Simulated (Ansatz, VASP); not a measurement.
# Ti2HC in VASP and in Ansatz

```
Ti H C
1.0
     1.53428    0.88581    4.76311
    -1.53428    0.88581    4.76311
     0.00000   -1.77163    4.76311
Ti H C
2 1 1
Direct
  0.75605 0.75605 0.75605
  0.24395 0.24395 0.24395
  0.00000 0.00000 0.00000
  0.50000 0.50000 0.50000
```

Alike in both runs: functional PBEsol; k mesh 9 × 9 × 9; occupations gaussian, width 0.05 eV; no spin polarisation.

Ansatz relaxed the structure, and its values are those at the end. VASP's run is a single point on that final structure, the one shown.

|  | VASP | Ansatz |
| --- | --- | --- |
| version | VASP 6.6.1 | Ansatz 0.2.0 |
| potentials or method | VASP PAW PBE potentials, release 64 (Ti_sv, H, C), cutoff 520 eV | plane waves, PAW |
| valence electrons in the cell | 29 | 29 |

Ansatz gave:

- pressure (GPa): 0.0
- rms of the force components (eV/Å): 0.000

Q: Estimate VASP's values.

A: Pressure (GPa): 0.1; rms of the force components (eV/Å): 0.009.

VASP's potentials were made for PBE, not for PBEsol.
